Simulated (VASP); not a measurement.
Input of a VASP 6.6.1 run:

Contents of INCAR:

```
SYSTEM = I
PREC = Accurate ; ENCUT = 520
EDIFF = 1E-6 ; ISMEAR = 0
SIGMA = 0.1 ; LREAL = .False.
LASPH = .True. ; NELM = 100
ALGO = Normal ; ISIF = 2
LWAVE = .False. ; LCHARG = .False.
GGA = PE ; NBANDS = 22
```

KPOINTS

```
regular mesh
0
Gamma
  6 6 2
  0 0 0
```

Contents of POSCAR:

```
I
1.0
    4.3449736450      0.0000000000      0.0000000000
   -2.1724868225      3.7628575553      0.0000000000
    0.0000000000      0.0000000000     11.9442855297
I
4
Direct
    0.0000000000      0.0000000000      0.0000000000
    0.0000000000      0.0000000000      0.5000000000
    0.3333333333      0.6666666667      0.0050000000
    0.6666666667      0.3333333333      0.5050000000
```

Potentials or basis: VASP PAW PBE potentials, release 64 (I).

Launch:

```sh
$ cat potpaw_PBE.64/I/POTCAR > POTCAR
$ mpirun -np 1 vasp_std > vasp.out
```

(1) What does it give for the pressure?

(2) Predict the band gap on the k mesh.

Results:

(1) 29.4 GPa.

(2) zero (band 14 reaches 5.41 eV, above the bottom of band 15 at 2.84 eV).

Caveat: spin-orbit coupling is left out, which moves the levels of the heavy elements.
